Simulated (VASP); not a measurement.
# Sn (Immm) in VASP: notebook

Sn is run at these levels: PBEsol; tasks: single point.

Everything below comes from runs of VASP 6.6.1. Logs are shortened: lines on timing, memory, paths and dates and some standing lists are left out, and cuts for length are marked.

**1. The cell of the first run**

Symmetry: Immm, No. 71, orthorhombic system. Conventional cell: a = 3.476 Å, b = 3.575 Å, c = 4.708 Å, α = 90.00°, β = 90.00°, γ = 90.00°. Within 4.5 Å of Sn (site symmetry mmm) lie 12 Sn at 3.43 to 3.57 Å.

**2. Single point, PBEsol**

The input, INCAR:

```
PREC = Accurate
ENCUT = 520
EDIFF = 1E-7
ISMEAR = -1
SIGMA = 0.05
LREAL = False
LASPH = True
NELM = 80
ALGO = Normal
ISIF = 2
LWAVE = False
LCHARG = False
GGA = PS
NBANDS = 13
```

The input, KPOINTS:

```
regular mesh
0
Gamma
  11 11 11
```

The input, POSCAR:

```
Sn
1.0
   -1.7379733663      1.7873059321      2.3538281599
    1.7379733663     -1.7873059321      2.3538281599
    1.7379733663      1.7873059321     -2.3538281599
Sn
1
Direct
    0.0000000000      0.0000000000      0.0000000000
```

Potentials or basis: VASP PAW PBE potentials, release 64 (Sn_d).

On the command line:

```
$ cat potpaw_PBE.64/Sn_d/POTCAR > POTCAR
$ mpirun -np 1 vasp_std > vasp.out
```

OUTCAR:

```text
PREC = Accurate
   ENCUT = 520
   EDIFF = 1E-7
   ISMEAR = -1
   LREAL = False
   LASPH = True
   NELM = 80
   ISIF = 2
   GGA = PS

 ion  position               nearest neighbor table
   1  0.000  0.000  0.000-

  LATTYP: Found a body centered orthorhombic cell.
 ALAT       =     3.4759467326
 B/A-ratio  =     1.0283851104
 C/A-ratio  =     1.3543522620

  Lattice vectors:

 A1 = (  -1.7379733663,   1.7873059321,   2.3538281599)
 A2 = (   1.7379733663,  -1.7873059321,   2.3538281599)
 A3 = (   1.7379733663,   1.7873059321,  -2.3538281599)

Analysis of symmetry for initial positions (statically):
=====================================================================
 Subroutine PRICEL returns:
 Original cell was already a primitive cell.

 Routine SETGRP: Setting up the symmetry group for a
 body centered orthorhombic supercell.

 Subroutine GETGRP returns: Found  8 space group operations
 (whereof  8 operations were pure point group operations)
 out of a pool of  8 trial point group operations.

The static configuration has the point symmetry D_2h.

Analysis of symmetry for dynamics (positions and initial velocities):
=====================================================================
 Subroutine PRICEL returns:
 Original cell was already a primitive cell.

 Routine SETGRP: Setting up the symmetry group for a
 body centered orthorhombic supercell.

 Subroutine GETGRP returns: Found  8 space group operations
 (whereof  8 operations were pure point group operations)
 out of a pool of  8 trial point group operations.

The dynamic configuration has the point symmetry D_2h.

 Subroutine INISYM returns: Found  8 space group operations
 (whereof  8 operations are pure point group operations),
 and found     1 'primitive' translations

----------------------------------------------------------------------------------------

                                     Primitive cell

  volume of cell :      29.2467

  direct lattice vectors                    reciprocal lattice vectors
    -1.737973366  1.787305932  2.353828160     0.000000000  0.279750652  0.212419924
     1.737973366 -1.787305932  2.353828160     0.287691405  0.000000000  0.212419924
     1.737973366  1.787305932 -2.353828160     0.287691405  0.279750652  0.000000000

  length of vectors
     3.428632515  3.428632515  3.428632515     0.351258668  0.357615113  0.401281412

  position of ions in fractional coordinates (direct lattice)
     0.000000000  0.000000000  0.000000000

  ion indices of the primitive-cell ions
   primitive index   ion index
                 1           1

----------------------------------------------------------------------------------------

 KPOINTS: regular mesh

Automatic generation of k-mesh.
 Grid dimensions read from file:
 generate k-points for:   11   11   11

 Generating k-lattice:

  Cartesian coordinates                     Fractional coordinates (reciprocal lattice)
     0.000000000  0.025431877  0.019310902     0.090909091  0.000000000 -0.000000000
     0.026153764  0.000000000  0.019310902     0.000000000  0.090909091  0.000000000
     0.026153764  0.025431877  0.000000000    -0.000000000  0.000000000  0.090909091

  Length of vectors
     0.031932606  0.032510465  0.036480128

  Shift w.r.t. Gamma in fractional coordinates (k-lattice)
     0.000000000  0.000000000  0.000000000

 Subroutine IBZKPT returns following result:
 ===========================================

 Found    216 irreducible k-points:

 Following reciprocal coordinates:
            Coordinates               Weight
  0.000000  0.000000  0.000000      1.000000
  0.090909  0.000000 -0.000000      4.000000
  0.181818  0.000000 -0.000000      4.000000
  0.272727  0.000000  0.000000      4.000000
  0.363636  0.000000  0.000000      4.000000
  0.454545  0.000000 -0.000000      4.000000
[... 16 lines left out ...]
  0.454545  0.181818  0.000000      8.000000
 -0.454545  0.181818  0.000000      8.000000
 [... further k-points ...]
   k-points           NKPTS =    216   k-points in BZ     NKDIM =    216   number of bands    NBANDS=     13
   number of dos      NEDOS =    301   number of ions     NIONS =      1
   total plane-waves  NPLWV =  21952
   dimension x,y,z NGX =    28 NGY =   28 NGZ =   28
   dimension x,y,z NGXF=    56 NGYF=   56 NGZF=   56
   ions per type =               1
   NGX,Y,Z   is equivalent  to a cutoff of  13.58, 13.58, 13.58 a.u.
   NGXF,Y,Z  is equivalent  to a cutoff of  27.15, 27.15, 27.15 a.u.
 SYSTEM =  unknown system
   PREC   = accura    normal or accurate (medium, high low for compatibility)
   ISTART =      0    job   : 0-new  1-cont  2-samecut
   ICHARG =      2    charge: 1-file 2-atom 10-const
   ISPIN  =      1    spin polarized calculation?
   LNONCOLLINEAR =      F non collinear calculations
   LSORBIT =      F    spin-orbit coupling
   LASPH  =      T    aspherical Exc in radial PAW
   ENCUT  =  520.0 eV  38.22 Ry    6.18 a.u.   6.37  6.37  6.37*2*pi/ulx,y,z
   NELM   =     80;   NELMIN=  2; NELMDL= -5     # of ELM steps
   EDIFF  = 0.1E-06   stopping-criterion for ELM
   LREAL  =      F    real-space projection
   EDIFFG = 0.1E-05   stopping-criterion for IOM
   NSW    =      0    number of steps for IOM
   IBRION =     -1    ionic relax: 0-MD 1-quasi-New 2-CG
   NFREE  =      0    steps in history (QN), initial steepest desc. (CG)
   ISIF   =      2    stress and relaxation
   ISYM   =      2    0-nonsym 1-usesym 2-fastsym
   POTIM  = 0.5000    time-step for ionic-motion
   TEBEG  =    0.0;   TEEND  =   0.0 temperature during run
   PSTRESS=    0.0 pullay stress
   NELECT =      14.0000    total number of electrons
   NUPDOWN=      -1.0000    fix difference up-down
   EMIN   =  10.00;   EMAX   =-10.00  energy-range for DOS
   EFERMI =   0.00;   METHOD = LEGACY
   ISMEAR =    -1;   SIGMA  =   0.05  broadening in eV -4-tet -1-fermi 0-gaus
   EFERMI_NEDOS =   21; number of points for ismear=-14 and -15
   IALGO  =     38    algorithm
   IMIX   =      4    mixing-type and parameters
     AMIX     =   0.40;   BMIX     =  1.00
     AMIX_MAG =   1.60;   BMIX_MAG =  1.00
  volume/ion in A,a.u.               =      29.25       197.37
  Fermi-wavevector in a.u.,A,eV,Ry     =   1.280635  2.420049 22.313897  1.640025
  Thomas-Fermi vector in A             =   2.413051
   LORBIT       =      0    0 simple, 1 ext, 2 COOP (PROOUT), +10 PAW based schemes
   GGA     = PS    functional components
   LHFCALC =     F    Hartree Fock is set to
   AEXX    =    0.0000 exact exchange contribution
   IVDW    =     0    specifies the selected vdW correction
   LEPSILON=     F    determine dielectric tensor
   LRPA    =     F    only Hartree local field effects (RPA)
 non-spin polarized calculation
  energy-cutoff  :      520.00
  volume of cell :       29.25
 maximum number of plane-waves:       807
 NGX is ok and might be reduce to    28
   NGX = 13   NGY = 13   NGZ = 13

 number of electron      13.9999999 magnetization

 Free energy of the ion-electron system (eV)
  ---------------------------------------------------
  ext. energy  EPLUGINS =         0.00000000
  ---------------------------------------------------
  free energy    TOTEN  =        -4.19871272 eV

  energy without entropy =       -4.19528640  energy(sigma->0) =       -4.19699956

 E-fermi :   7.1274     XC(G=0): -10.1624

 val. band max:        7.1172546090   @ k =  -0.1818   0.3636   0.0000
 cond. band min:       7.1311866021   @ k =   0.1818   0.1818   0.1818
 fundamental gap:      0.0139319931
 Fermi energy:         7.1274442324

 k-point     1 :       0.0000    0.0000    0.0000
  band No.  band energies     occupation
      1     -14.3139      2.00000
      2     -14.2992      2.00000
      3     -14.2820      2.00000
      4     -14.2547      2.00000
      5     -14.2200      2.00000
      6      -3.5130      2.00000
      7      13.9885      0.00000
      8      14.1344      0.00000
      9      14.5199      0.00000
     10      17.7213      0.00000
     11      18.1511      0.00000
     12      18.6432      0.00000
     13      18.8087      0.00000

 k-point     2 :       0.0909    0.0000   -0.0000
  band No.  band energies     occupation
      1     -14.3103      2.00000
      2     -14.2940      2.00000
      3     -14.2808      2.00000
      4     -14.2531      2.00000
      5     -14.2208      2.00000
      6      -3.3563      2.00000
      7      12.4706      0.00000
      8      13.9424      0.00000
      9      14.2255      0.00000
     10      17.0537      0.00000
     11      18.7339      0.00000
     12      19.1954      0.00000
     13      20.2170      0.00000

 k-point     3 :       0.1818    0.0000   -0.0000
  band No.  band energies     occupation
      1     -14.3030      2.00000
      2     -14.2878      2.00000
      3     -14.2779      2.00000
      4     -14.2409      2.00000
      5     -14.2204      2.00000
      6      -2.8868      2.00000
      7       9.8154      0.00000
      8      13.6097      0.00000
      9      13.6406      0.00000
     10      16.6829      0.00000
     11      19.1334      0.00000
     12      19.1335      0.00000
     13      20.0460      0.00000
[... 305 lines left out ...]
 k-point    23 :       0.4545    0.1818    0.0000
  band No.  band energies     occupation
      1     -14.3083      2.00000
      2     -14.2711      2.00000
      3     -14.2543      2.00000
      4     -14.2060      2.00000
      5     -14.1789      2.00000
      6       0.7502      2.00000
      7       3.5004      2.00000
      8       8.9404      0.00000
      9      11.5071      0.00000
     10      14.7341      0.00000
     11      19.3249      0.00000
     12      20.5710      0.00000
     13      22.2762      0.00000

 k-point    24 :      -0.4545    0.1818    0.0000
  band No.  band energies     occupation
      1     -14.3135      2.00000
      2     -14.2763      2.00000
      3     -14.2503      2.00000
      4     -14.2140      2.00000
      5     -14.1771      2.00000
      6      -0.2055      2.00000
      7       4.8874      2.00000
      8       9.5401      0.00000
      9      11.2022      0.00000
     10      14.4575      0.00000
     11      19.3665      0.00000
     12      20.4383      0.00000
     13      21.7747      0.00000

 [... further k-points ...]
[... 5 lines left out ...]
  --------------------------------------------------------------------------------------
  -------------------------------------------------------------------------------------
  Total       -0.6959833     -0.9819746     -0.7332007      0.0000000      0.0000000      0.0000000
  in kB      -38.1270011    -53.7940277    -40.1658228      0.0000000      0.0000000      0.0000000
  external PRESSURE =     -44.0289506 kB  Pullay stress =       0.0000000 kB

 VOLUME and BASIS-vectors are now :
 -----------------------------------------------------------------------------
  energy-cutoff  :      520.00
  volume of cell :       29.25
      direct lattice vectors                 reciprocal lattice vectors
    -1.737973366  1.787305932  2.353828160     0.000000000  0.279750652  0.212419924
     1.737973366 -1.787305932  2.353828160     0.287691405  0.000000000  0.212419924
     1.737973366  1.787305932 -2.353828160     0.287691405  0.279750652  0.000000000

 POSITION                                       TOTAL-FORCE (eV/Angst)
 -----------------------------------------------------------------------------------
      0.00000      0.00000      0.00000         0.000000     -0.000000      0.000000
 -----------------------------------------------------------------------------------
    total drift:                               -0.000000     -0.000000     -0.000000

  FREE ENERGIE OF THE ION-ELECTRON SYSTEM (eV)
  ---------------------------------------------------
  free  energy   TOTEN  =        -4.1987127204 eV

  energy  without entropy=       -4.1952864020  energy(sigma->0) =       -4.19699956
```

Wall time 35 s (1 thread of Intel Xeon Platinum 8559C (Emerald Rapids), shared host); peak memory 0.21 GiB.

Results:

```
Free energy            : -4.1987 eV
Pressure               : -4.4 GPa
Band gap on the k mesh : zero (band 7 reaches 13.99 eV, above the bottom of band 8 at 5.40 eV)
```

Levels at points of the mesh, in eV from the Fermi level:
| k point | band 5 | band 6 | band 7 | band 8 | band 9 | band 10 |
| --- | --- | --- | --- | --- | --- | --- |
| (0.00, 0.00, 0.00) | -21.35 | -10.64 | 6.86 | 7.01 | 7.39 | 10.59 |

Caveat: the PAW data sets were made with another functional, which shifts forces and pressure a little; spin-orbit coupling is left out, which moves the levels of the heavy elements.

**3. Single point, PBEsol**

This run uses another cell than the first one, of 29.82 Å³/atom, 1.020 times its volume.

The input, INCAR:

```
PREC = Accurate
ENCUT = 520
EDIFF = 1E-6
ISMEAR = -1
SIGMA = 0.05
LREAL = F
LASPH = T
NELM = 80
ALGO = Normal
ISIF = 2
LWAVE = F
LCHARG = F
GGA = PS
NBANDS = 13
```

The input, KPOINTS:

```
Automatic mesh
0
Gamma
  11 11 11
```

The input, POSCAR:

```
Sn
1.0
   -1.7492592239      1.7989121400      2.3691131866
    1.7492592239     -1.7989121400      2.3691131866
    1.7492592239      1.7989121400     -2.3691131866
Sn
1
Direct
    0.0000000000      0.0000000000      0.0000000000
```

Potentials or basis: VASP PAW PBE potentials, release 64 (Sn_d).

On the command line:

```
$ cat potpaw_PBE.64/Sn_d/POTCAR > POTCAR
$ mpirun -np 1 vasp_std > vasp.out
```

OUTCAR:

```text
PREC = Accurate
   ENCUT = 520
   EDIFF = 1E-6
   ISMEAR = -1
   LREAL = F
   LASPH = T
   NELM = 80
   ISIF = 2
   GGA = PS

 ion  position               nearest neighbor table
   1  0.000  0.000  0.000-

  LATTYP: Found a body centered orthorhombic cell.
 ALAT       =     3.4985184478
 B/A-ratio  =     1.0283851103
 C/A-ratio  =     1.3543522619

  Lattice vectors:

 A1 = (  -1.7492592239,   1.7989121400,   2.3691131866)
 A2 = (   1.7492592239,  -1.7989121400,   2.3691131866)
 A3 = (   1.7492592239,   1.7989121400,  -2.3691131866)

Analysis of symmetry for initial positions (statically):
=====================================================================
 Subroutine PRICEL returns:
 Original cell was already a primitive cell.

 Routine SETGRP: Setting up the symmetry group for a
 body centered orthorhombic supercell.

 Subroutine GETGRP returns: Found  8 space group operations
 (whereof  8 operations were pure point group operations)
 out of a pool of  8 trial point group operations.

The static configuration has the point symmetry D_2h.

[... 161 lines left out ...]
 cond. band min:       6.9323730296   @ k =   0.1818   0.1818   0.1818
 fundamental gap:      0.0509544227
 Fermi energy:         6.9138839565

 k-point     1 :       0.0000    0.0000    0.0000
  band No.  band energies     occupation
      1     -14.5264      2.00000
      2     -14.5123      2.00000
      3     -14.4967      2.00000
      4     -14.4714      2.00000
      5     -14.4381      2.00000
      6      -3.6004      2.00000
      7      13.6251      0.00000
      8      13.7709      0.00000
      9      14.1412      0.00000
     10      17.4749      0.00000
     11      17.8247      0.00000
     12      18.3086      0.00000
     13      18.4732      0.00000
[... 354 lines left out ...]
  band No.  band energies     occupation
      1     -14.5256      2.00000
      2     -14.4907      2.00000
      3     -14.4665      2.00000
      4     -14.4325      2.00000
      5     -14.3980      2.00000
      6      -0.3627      2.00000
      7       4.7058      2.00000
      8       9.2746      0.00000
      9      10.9172      0.00000
     10      14.1929      0.00000
     11      18.9869      0.00000
     12      20.0832      0.00000
     13      21.3698      0.00000

 [... further k-points ...]
[... 5 lines left out ...]
  --------------------------------------------------------------------------------------
  -------------------------------------------------------------------------------------
  Total       -0.8317312     -1.1105475     -0.8555328      0.0000000      0.0000000      0.0000000
  in kB      -44.6872531    -59.6674948    -45.9660628      0.0000000      0.0000000      0.0000000
  external PRESSURE =     -50.1069369 kB  Pullay stress =       0.0000000 kB

 VOLUME and BASIS-vectors are now :
 -----------------------------------------------------------------------------
  energy-cutoff  :      520.00
  volume of cell :       29.82
      direct lattice vectors                 reciprocal lattice vectors
    -1.749259224  1.798912140  2.369113187     0.000000000  0.277945759  0.211049435
     1.749259224 -1.798912140  2.369113187     0.285835280  0.000000000  0.211049435
     1.749259224  1.798912140 -2.369113187     0.285835280  0.277945759  0.000000000

 POSITION                                       TOTAL-FORCE (eV/Angst)
 -----------------------------------------------------------------------------------
      0.00000      0.00000      0.00000         0.000000      0.000000     -0.000000
 -----------------------------------------------------------------------------------
    total drift:                               -0.000000     -0.000000     -0.000000

  FREE ENERGIE OF THE ION-ELECTRON SYSTEM (eV)
  ---------------------------------------------------
  free  energy   TOTEN  =        -4.1820614898 eV

  energy  without entropy=       -4.1787201846  energy(sigma->0) =       -4.18039084
```

OSZICAR:

```text
N       E                     dE             d eps       ncg     rms          rms(c)
DAV:   1     0.803271455675E+02    0.80327E+02   -0.72472E+03  5735   0.156E+03
DAV:   2     0.171786300075E+01   -0.78609E+02   -0.76080E+02  5996   0.337E+02
DAV:   3    -0.407084310411E+01   -0.57887E+01   -0.57632E+01  6651   0.742E+01
DAV:   4    -0.419490859185E+01   -0.12407E+00   -0.12404E+00  6908   0.117E+01
DAV:   5    -0.419915678536E+01   -0.42482E-02   -0.42481E-02  7338   0.212E+00    0.112E+00
DAV:   6    -0.418593488552E+01    0.13222E-01   -0.15359E-02  7211   0.208E+00    0.600E-01
DAV:   7    -0.418226771463E+01    0.36672E-02   -0.85521E-03  7236   0.145E+00    0.102E-01
DAV:   8    -0.418206057925E+01    0.20714E-03   -0.69379E-04  6891   0.449E-01    0.193E-02
DAV:   9    -0.418206094454E+01   -0.36529E-06   -0.12816E-05  7682   0.428E-02    0.126E-02
DAV:  10    -0.418206148979E+01   -0.54525E-06   -0.11930E-06  5126   0.122E-02
   1 F= -.41820615E+01 E0= -.41803908E+01  d E =-.334131E-02
```

stdout:

```text
POSCAR found type information on POSCAR Sn
 POSCAR found :  1 types and       1 ions
 scaLAPACK will be used
 -----------------------------------------------------------------------------
|                                                                             |
|                                                                             |
|     You enforced a specific xc type in the INCAR file but a different       |
|     I HOPE YOU KNOW WHAT YOU ARE DOING!                                     |
|                                                                             |
 -----------------------------------------------------------------------------

 LDA part: xc-table for (Slater+PW92), standard interpolation
 POSCAR, INCAR and KPOINTS ok, starting setup
 FFT: planning ... GRIDC
 FFT: planning ... GRID_SOFT
 FFT: planning ... GRID
 WAVECAR not read
 entering main loop
```

It took 33 s on 1 thread of Intel Xeon Platinum 8559C (Emerald Rapids), shared host; peak memory 0.21 GiB.

Results:

| Property | Result |
| --- | --- |
| Free energy | -4.1821 eV |
| Pressure | -5.0 GPa |
| Band gap on the k mesh | zero (band 7 reaches 13.63 eV, above the bottom of band 8 at 5.24 eV) |

Caveat: the PAW data sets were made with another functional, which shifts forces and pressure a little; spin-orbit coupling is left out, which moves the levels of the heavy elements.

(Part 1 of 2 ends here.)
